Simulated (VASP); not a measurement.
# Ir in VASP: notebook, part 2 of 2

VASP 6.6.1. The steps go on from the part before.

## (5) Single point, PBEsol

This run uses another cell than the first one: it holds 2 atoms, not 1.

File INCAR:

```
  ALGO = Normal
  EDIFF = 1E-6
  ENCUT = 500
  GGA = PS
  GGA_COMPAT = False
  ISIF = 2
  ISMEAR = 0
  LASPH = True
  LCHARG = True
  LELF = True
  LREAL = False
  LVHAR = True
  LWAVE = False
  NBANDS = 16
  NELM = 120
  PREC = Accurate
  SIGMA = 0.1
```

File KPOINTS:

```
k-points
0
Gamma
  6 6 6
```

File POSCAR:

```
Ir
1.0
    1.7671145623      1.0202440682      3.0386486267
   -1.7671145623      1.0202440682      3.0386486267
    0.0000000000     -2.0404881364      3.0386486267
Ir
2
Direct
    0.2455165774      0.2455165774      0.2455165774
    0.7544834226      0.7544834226      0.7544834226
```

Potentials or basis: VASP PAW PBE potentials, release 64 (Ir).

On the command line:

```console
cat potpaw_PBE.64/Ir/POTCAR > POTCAR
mpirun -np 1 vasp_std > vasp.out
```

OUTCAR:

```text
EDIFF = 1E-6
   ENCUT = 500
   GGA = PS
   ISIF = 2
   ISMEAR = 0
   LASPH = True
   LREAL = False
   NELM = 120
   PREC = Accurate

 ion  position               nearest neighbor table
   1  0.246  0.246  0.246-   2 2.50   2 2.50   2 2.50   2 2.59   2 2.59   2 2.59
   2  0.754  0.754  0.754-   1 2.50   1 2.50   1 2.50   1 2.59   1 2.59   1 2.59

  LATTYP: Found a trigonal (rhomboedric) cell.
 ALAT       =     3.6601881525
 COS(alpha) =     0.5338211294

  Lattice vectors:

 A1 = (   1.7671145623,   1.0202440682,   3.0386486267)
[... 626 lines left out ...]
      4       3.3481      2.00000
      5       3.7796      2.00000
      6       6.3710      2.00000
[... 8 lines left out ...]
     15      21.6413      0.00000
     16      23.5215      0.00000

 [... further k-points ...]
[... 5 lines left out ...]
  --------------------------------------------------------------------------------------
  -------------------------------------------------------------------------------------
  Total        0.1654209      0.1654209      0.1326675      0.0000000      0.0000000      0.0000000
  in kB        8.0630710      8.0630710      6.4665775      0.0000000      0.0000000      0.0000000
  external PRESSURE =       7.5309065 kB  Pullay stress =       0.0000000 kB

 VOLUME and BASIS-vectors are now :
 -----------------------------------------------------------------------------
  energy-cutoff  :      500.00
  volume of cell :       32.87
      direct lattice vectors                 reciprocal lattice vectors
     1.767114562  1.020244068  3.038648627     0.282947134  0.163359604  0.109697887
    -1.767114562  1.020244068  3.038648627    -0.282947134  0.163359604  0.109697887
     0.000000000 -2.040488136  3.038648627     0.000000000 -0.326719207  0.109697887

 POSITION                                       TOTAL-FORCE (eV/Angst)
 -----------------------------------------------------------------------------------
      0.00000      0.00000      2.23812         0.000000      0.000000      0.016998
      0.00000      0.00000      6.87783         0.000000     -0.000000     -0.016998
 -----------------------------------------------------------------------------------
    total drift:                               -0.000000      0.000000      0.000000

  FREE ENERGIE OF THE ION-ELECTRON SYSTEM (eV)
  ---------------------------------------------------
  free  energy   TOTEN  =       -17.3899012740 eV

  energy  without entropy=      -17.3724572734  energy(sigma->0) =      -17.38117927
```

OSZICAR:

```text
N       E                     dE             d eps       ncg     rms          rms(c)
DAV:   1     0.135616426617E+03    0.13562E+03   -0.83058E+03  1024   0.107E+03
DAV:   2    -0.146470903909E+02   -0.15026E+03   -0.13423E+03  1024   0.292E+02
DAV:   3    -0.182668087990E+02   -0.36197E+01   -0.35577E+01  1336   0.541E+01
DAV:   4    -0.183044430323E+02   -0.37634E-01   -0.37624E-01  1200   0.480E+00
DAV:   5    -0.183054008186E+02   -0.95779E-03   -0.95778E-03  1416   0.790E-01    0.177E+01
DAV:   6    -0.174985094005E+02    0.80689E+00   -0.11813E+00  1296   0.133E+01    0.731E+00
DAV:   7    -0.174004866481E+02    0.98023E-01   -0.19159E-01  1344   0.469E+00    0.236E+00
DAV:   8    -0.173918313732E+02    0.86553E-02   -0.12531E-02  1104   0.129E+00    0.104E+00
DAV:   9    -0.173898904851E+02    0.19409E-02   -0.49775E-04  1200   0.210E-01    0.639E-02
DAV:  10    -0.173899005385E+02   -0.10053E-04   -0.27288E-05  1296   0.397E-02    0.906E-03
DAV:  11    -0.173899012740E+02   -0.73544E-06   -0.90143E-07   872   0.810E-03
   1 F= -.17389901E+02 E0= -.17381179E+02  d E =-.174440E-01
```

stdout:

```text
POSCAR found type information on POSCAR Ir
 POSCAR found :  1 types and       2 ions
 scaLAPACK will be used
 -----------------------------------------------------------------------------
|                                                                             |
|                                                                             |
|     You enforced a specific xc type in the INCAR file but a different       |
|     I HOPE YOU KNOW WHAT YOU ARE DOING!                                     |
|                                                                             |
 -----------------------------------------------------------------------------

 LDA part: xc-table for (Slater+PW92), standard interpolation
 POSCAR, INCAR and KPOINTS ok, starting setup
 FFT: planning ... GRIDC
 FFT: planning ... GRID_SOFT
 FFT: planning ... GRID
 WAVECAR not read
 entering main loop
```

Run time: 11 s. Hardware: 1 thread of Intel Xeon 6975P-C, shared host; peak memory 0.16 GiB.

Results:

```
Free energy            : -17.3899 eV
Pressure               : 0.8 GPa
Largest force          : 0.017 eV/Å
Band gap on the k mesh : zero (band 9 reaches 9.09 eV, above the bottom of band 10 at 6.28 eV)
```

Forces in eV/Å, atoms in the order of the input:
```
Ir   0.000  0.000  0.017
Ir   0.000  0.000 -0.017
```

Levels at points of the mesh, in eV from the Fermi level:
```tsv
k point	band 7	band 8	band 9	band 10	band 11	band 12
(0.00, 0.00, 0.00)	1.36	1.36	1.37	3.70	3.70	8.99
(0.50, 0.00, 0.00)	-2.19	-1.71	-1.30	-1.24	-0.16	-0.01
(0.50, 0.50, 0.00)	-1.07	-0.97	-0.88	1.62	3.51	4.19
(0.50, 0.50, 0.50)	-1.85	-1.85	-1.44	-1.44	-0.86	-0.27
```

Caveat: the k points lie up to 0.36 Å⁻¹ apart; the PAW data sets were made with another functional, which shifts forces and pressure a little; spin-orbit coupling is left out, which moves the levels of the heavy elements.

## (6) Overview

```csv
cell,k mesh,cutoff (eV),gap on the mesh (eV),pressure (GPa)
"a = 2.541 Å, 1 atom",16 × 16 × 16,520,none,0.5
"a = 2.465 Å, 1 atom",8 × 8 × 8,500,none,30.8
"a = 2.537 Å, 1 atom",8 × 8 × 8,500,none,0.8
"a = 3.660 Å, angles 57.7°, 2 atoms",6 × 6 × 6,500,none,0.8
```

Alike in all rows: task single point; level PBEsol; potentials or basis VASP PAW PBE potentials, release 64 (Ir); no spin polarisation; smearing gaussian 0.1 eV.

Caveats: some runs use coarse meshes; the PAW data sets were made with another functional, which shifts forces and pressure a little; spin-orbit coupling is left out, which moves the levels of the heavy elements.

Total energies depend on the potentials used, so only differences within one code and one set of settings carry meaning.
